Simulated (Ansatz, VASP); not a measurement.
**Two plane-wave programs on TiO2**

The input INCAR:

```
SYSTEM = TiO2
ALGO = Normal
EDIFF = 1E-6
ENCUT = 520
GGA = PE
ISIF = 2
ISMEAR = -1
LASPH = .True.
LCHARG = .True.
LELF = .True.
LREAL = .False.
LVHAR = .True.
LWAVE = .False.
NBANDS = 33
NELM = 60
PREC = Accurate
SIGMA = 0.05
```

The input KPOINTS:

```
k-points
0
Gamma
  8 8 6
  0 0 0
```

Contents of POSCAR:

```
TiO2
1.0
    2.7416437942     -2.7422729661      0.0000000000
    2.7416437942      2.7422729661      0.0000000000
   -2.6681866979      0.0000000000      4.8597578833
Ti O
2 4
Direct
    0.8658900000      0.1341100000      0.7500000000
    0.1341100000      0.8658900000      0.2500000000
    0.0887550000      0.3312210000      0.1671490000
    0.9112450000      0.6687790000      0.8328510000
    0.6687790000      0.9112450000      0.3328510000
    0.3312210000      0.0887550000      0.6671490000
```

File input.yaml:

```yaml
crystal:
  lattice:
    - [2.7416437942, -2.7422729661, 0.0]
    - [2.7416437942, 2.7422729661, 0.0]
    - [-2.6681866979, 0.0, 4.8597578833]
  atoms:
    - { symbol: Ti, position: [0.86589, 0.13411, 0.75] }
    - { symbol: Ti, position: [0.13411, 0.86589, 0.25] }
    - { symbol: O, position: [0.088755, 0.331221, 0.167149] }
    - { symbol: O, position: [0.911245, 0.668779, 0.832851] }
    - { symbol: O, position: [0.668779, 0.911245, 0.332851] }
    - { symbol: O, position: [0.331221, 0.088755, 0.667149] }
hamiltonian:
  xc: pbe
  pseudopotentials: { kind: paw }
kpoints:
  mp_grid: { grid: [8, 8, 6] }
scf:
  occupations: { method: fermi_dirac, width: 0.05 }
output:
  forces: true
  stress: true
  eigenvalues: true
```

Alike in both runs: task single point; functional PBE; k mesh 8 × 8 × 6; occupations fermi-dirac, width 0.05 eV; no spin polarisation.

|  | VASP | Ansatz |
| --- | --- | --- |
| version | VASP 6.6.1 | Ansatz 0.2.0 |
| potentials or method | VASP PAW PBE potentials, release 64 (Ti_sv, O) | Ansatz PAW |
| plane-wave cutoff (eV) | 520 | 420 |
| valence electrons in the cell | 48 | 48 |

Ansatz gave:

* gap on the k mesh at the Fermi level (eV): 1.98
* least direct gap on the mesh (eV): 2.31
* pressure (GPa): -8.9
* traceless stress, the component that is largest in VASP (GPa): -0.56
* rms of the force components (eV/Å): 0.158

Task: Estimate VASP's values.

Result: gap on the k mesh at the Fermi level (eV): 1.96; least direct gap on the mesh (eV): 2.29; pressure (GPa): -8.3; traceless stress, the component that is largest in VASP (GPa): -0.52; rms of the force components (eV/Å): 0.148.

Atom by atom the forces differ by 0.011 eV/Å (rms over components). With one functional, cell and mesh, what is left measures potentials, basis and numerics.
